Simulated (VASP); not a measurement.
TiC: electric field gradients with PBE

Crystal: TiC.

```
CELL_PARAMETERS angstrom
0.04328 2.18564 2.18564
2.18564 0.04328 2.18564
2.18564 2.18564 0.04328
ATOMIC_POSITIONS crystal
Ti 0.00000 0.00000 0.00000
C 0.50000 0.50000 0.50000
```

This cell differs from its parent crystal: equal xy, yz and zx shear strains of +2 %.

```json
{
 "Program": "VASP 6.6.1",
 "Task": "electric field gradients",
 "Functional": "PBE",
 "Potentials or basis": "VASP PAW PBE potentials, release 64 (Ti_sv, C)",
 "Cutoff": "520 eV",
 "k mesh": "16 × 16 × 16",
 "Occupations": "fermi-dirac, width 0.03 eV",
 "Spin": "no spin polarisation",
 "Dipole correction": "no",
 "Further INCAR settings": "ALGO = Normal; EDIFF = 1e-08; NBANDS = 15"
}
```

| Quantity | Value |
| --- | --- |
| Pressure | 1.2 GPa |
| Band gap on the k mesh | zero (band 8 reaches 10.23 eV, above the bottom of band 9 at 9.15 eV) |

Stress tensor (GPa, compression positive):
```
 1.17 -3.38 -3.38
-3.38  1.17 -3.38
-3.38 -3.38  1.17
```

Levels at points of the mesh, in eV from the Fermi level:
```
           k point  band 5  band 6  band 7  band 8  band 9  band 10  band 11  band 12
(0.00, 0.00, 0.00)  -12.42    0.50    0.77    0.77    1.50     1.72     1.72     1.76
(0.50, 0.00, 0.00)   -8.88   -5.85   -3.10   -2.82    2.81     3.04     4.17     8.13
(0.50, 0.50, 0.00)  -10.13   -3.44   -1.63   -0.17    0.09     2.70     3.51     3.53
(0.50, 0.50, 0.50)   -9.08   -5.87   -2.73   -2.73    2.84     2.84     3.97     8.07
```

Electric field gradients, principal values (V/Å²):
| atom | least | middle | greatest (by size) |
| --- | --- | --- | --- |
| 1 Ti | 0.363 | 0.363 | -0.726 |
| 2 C | 0.959 | 0.959 | -1.919 |

Run time: 52 s on 1 thread of Intel(R) Xeon(R) 6975P-C (Granite Rapids), with other jobs on the host, peak memory 0.24 GiB.

Caveat: the cell differs from its parent crystal (equal xy, yz and zx shear strains of +2 %); without QUAD_EFG the Cq values of the log hold for a quadrupole moment of 1 mb, not for the nuclei.
